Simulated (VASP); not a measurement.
Input of a VASP 6.6.1 run:

File INCAR:

```
SYSTEM = CoSi16
PREC = Accurate
ENCUT = 520
EDIFF = 1E-7
ISMEAR = 0
SIGMA = 0.02
LREAL = Auto
LASPH = .True.
NELM = 150
ALGO = Normal
ISIF = 2
LWAVE = .False.
LCHARG = .False.
ISPIN = 2
MAGMOM = 0 0 0 0 0 0 0 0 0 0 0 0 0 0 0 0 1.05
LORBIT = 11
LMAXMIX = 4
GGA = PE
NBANDS = 54
```

KPOINTS

```
Automatic mesh
0
Gamma
  2 2 2
  0 0 0
```

File POSCAR:

```
CoSi16
1.0
    0.0000000000      5.4700937627     -5.4700937627
    5.4700937627      5.4700937627      0.0000000000
    5.4700937627      0.0000000000     -5.4700937627
Si Co
16 1
Direct
    0.1301885362      0.1295497903      0.1228793379
    0.1303487711      0.6187239464      0.1224611550
    0.6196393786      0.1294150577      0.1228029224
    0.6329115460      0.6322066220      0.1039282917
    0.1185528125      0.1179182712      0.6470624003
    0.1322757948      0.6239980790      0.6209175103
    0.6249442237      0.1311356864      0.6210506890
    0.6248489785      0.6239771470      0.6210146750
    0.2573570145      0.7457226836      0.2522121301
    0.2440598933      0.2430882463      0.2710645492
    0.7467861023      0.7455724119      0.2522832441
    0.7466266900      0.2565908485      0.2523973189
    0.2520710905      0.7440939181      0.7538220877
    0.2521417474      0.2510717475      0.7541400895
    0.7584461400      0.7572649903      0.7279239941
    0.7447609084      0.2510717475      0.7540892677
   -0.0615690543     -0.0624840295      0.1874502604
```

Potentials or basis: VASP PAW PBE potentials, release 64 (Si, Co).

Launch:

```bash
$ cat potpaw_PBE.64/Si/POTCAR potpaw_PBE.64/Co/POTCAR > POTCAR
$ mpirun -np 1 vasp_std > vasp.out
```

(1) Predict the net moment.

(2) Predict the site moments.

(3) What does it give for the largest force?

(4) Predict the pressure.

Results:

(1) 0.75 μB per cell.

(2) Si +0.02, +0.00, -0.00 (each value once); Co +0.51 μB.

(3) 0.019 eV/Å.

(4) 1.3 GPa.

Caveat: the k points lie up to 0.50 Å⁻¹ apart.
